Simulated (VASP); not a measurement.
# NaGeI3 (Pm-3m) in VASP: further runs

The runs below take NaGeI3 through single point, with PBE, r2SCAN.

Everything below comes from runs of VASP 6.6.1. Logs are shortened: lines on timing, memory, paths and dates and some standing lists are left out, and cuts for length are marked.

## Step 1: The cell of the first run

The structure is cubic, space group Pm-3m (No. 221). Conventional cell: a = 5.595 Å, b = 5.595 Å, c = 5.595 Å, α = 90.00°, β = 90.00°, γ = 90.00°. Na (site symmetry m-3m) has 12 I at 3.96 Å and 8 Ge at 4.85 Å within 5.2 Å. Ge (site symmetry m-3m) has 6 I at 2.80 Å within 3.7 Å. I (site symmetry 4/mmm) has 2 Ge at 2.80 Å within 3.7 Å.

## Step 2: Single point, PBE (strain -5.0%)

Contents of INCAR:

```
SYSTEM = NaGeI3
PREC     = Accurate       ! precision mode
ENCUT    = 520            ! plane-wave cutoff, eV
EDIFF    = 1E-7           ! SCF threshold, eV
ISMEAR   = -1             ! smearing method
SIGMA    = 0.02           ! smearing width, eV
LREAL    = .False.        ! projectors in reciprocal space
LASPH    = .True.         ! aspherical terms in the spheres
NELM     = 100            ! most SCF steps
ALGO     = Normal         ! electronic algorithm
ISIF     = 2              ! what is computed and relaxed
LWAVE    = .False.        ! write WAVECAR
LCHARG   = .True.         ! write CHGCAR
GGA      = PE             ! functional
LELF     = .True.         ! ELF
LVHAR    = .True.       
NBANDS   = 29             ! bands
```

Contents of KPOINTS:

```
Automatic mesh
0
Gamma
  4 4 4
  0 0 0
```

Contents of POSCAR:

```
NaGeI3
1.0
    5.5948119680      0.0000000000      0.0000000000
    0.0000000000      5.5948119680      0.0000000000
    0.0000000000      0.0000000000      5.5948119680
Na Ge I
1 1 3
Direct
    0.0000000000      0.0000000000      0.0000000000
    0.5000000000      0.5000000000      0.5000000000
    0.5000000000      0.5000000000      0.0000000000
    0.5000000000      0.0000000000      0.5000000000
    0.0000000000      0.5000000000      0.5000000000
```

Potentials or basis: VASP PAW PBE potentials, release 64 (Na_pv, Ge_d, I).

Command:

```console
cat potpaw_PBE.64/Na_pv/POTCAR potpaw_PBE.64/Ge_d/POTCAR potpaw_PBE.64/I/POTCAR > POTCAR
mpirun -np 1 vasp_std > vasp.out
```

OUTCAR:

```text
SYSTEM = NaGeI3
   PREC = Accurate
   ENCUT = 520
   EDIFF = 1E-7
   ISMEAR = -1
   LREAL = .False.
   LASPH = .True.
   NELM = 100
   ISIF = 2
   GGA = PE

 ion  position               nearest neighbor table
   1  0.000  0.000  0.000-
   2  0.500  0.500  0.500-   3 2.80   4 2.80   5 2.80   3 2.80   4 2.80   5 2.80
   3  0.500  0.500  0.000-   2 2.80   2 2.80
   4  0.500  0.000  0.500-   2 2.80   2 2.80
   5  0.000  0.500  0.500-   2 2.80   2 2.80

  LATTYP: Found a simple cubic cell.
 ALAT       =     5.5948119680

  Lattice vectors:

 A1 = (   5.5948119680,   0.0000000000,   0.0000000000)
 A2 = (   0.0000000000,   5.5948119680,   0.0000000000)
 A3 = (   0.0000000000,   0.0000000000,   5.5948119680)

Analysis of symmetry for initial positions (statically):
=====================================================================
 Subroutine PRICEL returns:
 Original cell was already a primitive cell.

 Routine SETGRP: Setting up the symmetry group for a
 simple cubic supercell.

 Subroutine GETGRP returns: Found 48 space group operations
 (whereof 48 operations were pure point group operations)
 out of a pool of 48 trial point group operations.

The static configuration has the point symmetry O_h .

Analysis of symmetry for dynamics (positions and initial velocities):
=====================================================================
 Subroutine PRICEL returns:
 Original cell was already a primitive cell.

 Routine SETGRP: Setting up the symmetry group for a
 simple cubic supercell.

 Subroutine GETGRP returns: Found 48 space group operations
 (whereof 48 operations were pure point group operations)
 out of a pool of 48 trial point group operations.

The dynamic configuration has the point symmetry O_h .

 Subroutine INISYM returns: Found 48 space group operations
 (whereof 48 operations are pure point group operations),
 and found     1 'primitive' translations

----------------------------------------------------------------------------------------

                                     Primitive cell

  volume of cell :     175.1284

  direct lattice vectors                    reciprocal lattice vectors
     5.594811968  0.000000000  0.000000000     0.178737017  0.000000000  0.000000000
     0.000000000  5.594811968  0.000000000     0.000000000  0.178737017  0.000000000
     0.000000000  0.000000000  5.594811968     0.000000000  0.000000000  0.178737017

  length of vectors
     5.594811968  5.594811968  5.594811968     0.178737017  0.178737017  0.178737017

  position of ions in fractional coordinates (direct lattice)
     0.000000000  0.000000000  0.000000000
     0.500000000  0.500000000  0.500000000
     0.500000000  0.500000000  0.000000000
     0.500000000  0.000000000  0.500000000
     0.000000000  0.500000000  0.500000000

  ion indices of the primitive-cell ions
   primitive index   ion index
                 1           1
                 2           2
                 3           3
                 4           4
                 5           5

----------------------------------------------------------------------------------------

 KPOINTS: Automatic mesh

Automatic generation of k-mesh.
 Grid dimensions read from file:
 generate k-points for:    4    4    4

 Generating k-lattice:

  Cartesian coordinates                     Fractional coordinates (reciprocal lattice)
     0.044684254  0.000000000  0.000000000     0.250000000  0.000000000  0.000000000
     0.000000000  0.044684254  0.000000000     0.000000000  0.250000000  0.000000000
     0.000000000  0.000000000  0.044684254     0.000000000  0.000000000  0.250000000

  Length of vectors
     0.044684254  0.044684254  0.044684254

  Shift w.r.t. Gamma in fractional coordinates (k-lattice)
     0.000000000  0.000000000  0.000000000

 Subroutine IBZKPT returns following result:
 ===========================================

 Found     10 irreducible k-points:

 Following reciprocal coordinates:
            Coordinates               Weight
  0.000000  0.000000  0.000000      1.000000
  0.250000  0.000000  0.000000      6.000000
  0.500000  0.000000  0.000000      3.000000
  0.250000  0.250000  0.000000     12.000000
  0.500000  0.250000  0.000000     12.000000
  0.500000  0.500000  0.000000      3.000000
  0.250000  0.250000  0.250000      8.000000
  0.500000  0.250000  0.250000     12.000000
  0.500000  0.500000  0.250000      6.000000
  0.500000  0.500000  0.500000      1.000000
   k-points           NKPTS =     10   k-points in BZ     NKDIM =     10   number of bands    NBANDS=     29
   number of dos      NEDOS =    301   number of ions     NIONS =      5
   total plane-waves  NPLWV =  74088
   dimension x,y,z NGX =    42 NGY =   42 NGZ =   42
   dimension x,y,z NGXF=    84 NGYF=   84 NGZF=   84
   ions per type =               1   1   3
   NGX,Y,Z   is equivalent  to a cutoff of  12.48, 12.48, 12.48 a.u.
   NGXF,Y,Z  is equivalent  to a cutoff of  24.96, 24.96, 24.96 a.u.
 SYSTEM =  NaGeI3
   PREC   = accura    normal or accurate (medium, high low for compatibility)
   ISTART =      0    job   : 0-new  1-cont  2-samecut
   ICHARG =      2    charge: 1-file 2-atom 10-const
   ISPIN  =      1    spin polarized calculation?
   LNONCOLLINEAR =      F non collinear calculations
   LSORBIT =      F    spin-orbit coupling
   LASPH  =      T    aspherical Exc in radial PAW
   ENCUT  =  520.0 eV  38.22 Ry    6.18 a.u.  10.40 10.40 10.40*2*pi/ulx,y,z
   NELM   =    100;   NELMIN=  2; NELMDL= -5     # of ELM steps
   EDIFF  = 0.1E-06   stopping-criterion for ELM
   LREAL  =      F    real-space projection
   EDIFFG = 0.1E-05   stopping-criterion for IOM
   NSW    =      0    number of steps for IOM
   IBRION =     -1    ionic relax: 0-MD 1-quasi-New 2-CG
   NFREE  =      0    steps in history (QN), initial steepest desc. (CG)
   ISIF   =      2    stress and relaxation
   ISYM   =      2    0-nonsym 1-usesym 2-fastsym
   POTIM  = 0.5000    time-step for ionic-motion
   TEBEG  =    0.0;   TEEND  =   0.0 temperature during run
   PSTRESS=    0.0 pullay stress
   NELECT =      42.0000    total number of electrons
   NUPDOWN=      -1.0000    fix difference up-down
   EMIN   =  10.00;   EMAX   =-10.00  energy-range for DOS
   EFERMI =   0.00;   METHOD = LEGACY
   ISMEAR =    -1;   SIGMA  =   0.02  broadening in eV -4-tet -1-fermi 0-gaus
   EFERMI_NEDOS =   21; number of points for ismear=-14 and -15
   IALGO  =     38    algorithm
   IMIX   =      4    mixing-type and parameters
     AMIX     =   0.40;   BMIX     =  1.00
     AMIX_MAG =   1.60;   BMIX_MAG =  1.00
  volume/ion in A,a.u.               =      35.03       236.36
  Fermi-wavevector in a.u.,A,eV,Ry     =   1.017121  1.922079 14.075693  1.034534
  Thomas-Fermi vector in A             =   2.150503
   LORBIT       =      0    0 simple, 1 ext, 2 COOP (PROOUT), +10 PAW based schemes
   GGA     = PE    functional components
   LHFCALC =     F    Hartree Fock is set to
   AEXX    =    0.0000 exact exchange contribution
   IVDW    =     0    specifies the selected vdW correction
   LEPSILON=     F    determine dielectric tensor
   LRPA    =     F    only Hartree local field effects (RPA)
 non-spin polarized calculation
  energy-cutoff  :      520.00
  volume of cell :      175.13
 maximum number of plane-waves:      4737
 NGX is ok and might be reduce to    42
   NGX = 21   NGY = 21   NGZ = 21

 number of electron      41.9999970 magnetization

 Free energy of the ion-electron system (eV)
  ---------------------------------------------------
  ext. energy  EPLUGINS =         0.00000000
  ---------------------------------------------------
  free energy    TOTEN  =       -12.63336658 eV

  energy without entropy =      -12.63217308  energy(sigma->0) =      -12.63276983

 E-fermi :   4.1412     XC(G=0):  -8.0901

 val. band max:        3.5988061891   @ k =   0.5000   0.5000   0.2500
 cond. band min:       4.1550396532   @ k =   0.5000   0.5000   0.5000
 fundamental gap:      0.5562334641
 Fermi energy:         4.1411766180

 k-point     1 :       0.0000    0.0000    0.0000
  band No.  band energies     occupation
      1     -21.7546      2.00000
      2     -21.7546      2.00000
      3     -21.7546      2.00000
      4     -21.3982      2.00000
      5     -21.3982      2.00000
      6     -21.3779      2.00000
[... 21 lines left out ...]
     28       9.6305      0.00000
     29       9.6305      0.00000

 k-point     2 :       0.2500    0.0000    0.0000
  band No.  band energies     occupation
      1     -21.7546      2.00000
      2     -21.7546      2.00000
      3     -21.7546      2.00000
      4     -21.3982      2.00000
      5     -21.3979      2.00000
      6     -21.3779      2.00000
[... 21 lines left out ...]
     28       8.8843      0.00000
     29       9.8147      0.00000

 k-point     3 :       0.5000    0.0000    0.0000
  band No.  band energies     occupation
      1     -21.7547      2.00000
      2     -21.7546      2.00000
      3     -21.7546      2.00000
      4     -21.3982      2.00000
      5     -21.3977      2.00000
      6     -21.3780      2.00000
[... 21 lines left out ...]
     28       9.5534      0.00000
     29       9.5534      0.00000

 k-point     4 :       0.2500    0.2500    0.0000
  band No.  band energies     occupation
      1     -21.7546      2.00000
      2     -21.7546      2.00000
      3     -21.7546      2.00000
      4     -21.3981      2.00000
      5     -21.3978      2.00000
      6     -21.3780      2.00000
[... 149 lines left out ...]
     28       9.6930      0.00000
     29      10.0183      0.00000

 k-point     9 :       0.5000    0.5000    0.2500
  band No.  band energies     occupation
      1     -21.7547      2.00000
      2     -21.7547      2.00000
      3     -21.7546      2.00000
      4     -21.3977      2.00000
      5     -21.3974      2.00000
      6     -21.3782      2.00000
[... 21 lines left out ...]
     28       9.2337      0.00000
     29      10.3814      0.00000

 k-point    10 :       0.5000    0.5000    0.5000
  band No.  band energies     occupation
      1     -21.7547      2.00000
      2     -21.7547      2.00000
      3     -21.7547      2.00000
      4     -21.3974      2.00000
      5     -21.3974      2.00000
      6     -21.3782      2.00000
[... 21 lines left out ...]
     28       9.8261      0.00000
     29      10.2916      0.00000

------------------------ aborting loop because EDIFF is reached ----------------------------------------

  FORCE on cell =-STRESS in cart. coord.  units (eV):
  Direction    XX          YY          ZZ          XY          YZ          ZX
  --------------------------------------------------------------------------------------
  -------------------------------------------------------------------------------------
  Total        4.8983075      4.8983075      4.8983075     -0.0000000     -0.0000000      0.0000000
  in kB       44.8125996     44.8125996     44.8125996     -0.0000000     -0.0000000      0.0000000
  external PRESSURE =      44.8125996 kB  Pullay stress =       0.0000000 kB

 VOLUME and BASIS-vectors are now :
 -----------------------------------------------------------------------------
  energy-cutoff  :      520.00
  volume of cell :      175.13
      direct lattice vectors                 reciprocal lattice vectors
     5.594811968  0.000000000  0.000000000     0.178737017  0.000000000  0.000000000
     0.000000000  5.594811968  0.000000000     0.000000000  0.178737017  0.000000000
     0.000000000  0.000000000  5.594811968     0.000000000  0.000000000  0.178737017

 POSITION                                       TOTAL-FORCE (eV/Angst)
 -----------------------------------------------------------------------------------
      0.00000      0.00000      0.00000         0.000000      0.000000      0.000000
      2.79741      2.79741      2.79741         0.000000      0.000000      0.000000
      2.79741      2.79741      0.00000         0.000000      0.000000      0.000000
      2.79741      0.00000      2.79741         0.000000      0.000000      0.000000
      0.00000      2.79741      2.79741         0.000000      0.000000      0.000000
 -----------------------------------------------------------------------------------
    total drift:                                0.000000     -0.000000     -0.000000

  FREE ENERGIE OF THE ION-ELECTRON SYSTEM (eV)
  ---------------------------------------------------
  free  energy   TOTEN  =       -12.6333665767 eV

  energy  without entropy=      -12.6321730814  energy(sigma->0) =      -12.63276983
```

Run time: 41 s. Hardware: 1 thread of Intel Xeon Platinum 8488C (Sapphire Rapids), shared host; peak memory 0.27 GiB.

Results:

| Quantity | Value |
| --- | --- |
| Free energy | -12.6334 eV |
| Pressure | 4.5 GPa |
| Band gap on the k mesh | zero (filled and empty bands touch) |

Caveat: the cell differs from its parent crystal (strain -5.0%); the cell stands under pressure; spin-orbit coupling is left out, which moves the levels of the heavy elements.

(Part 1 of 2 ends here.)
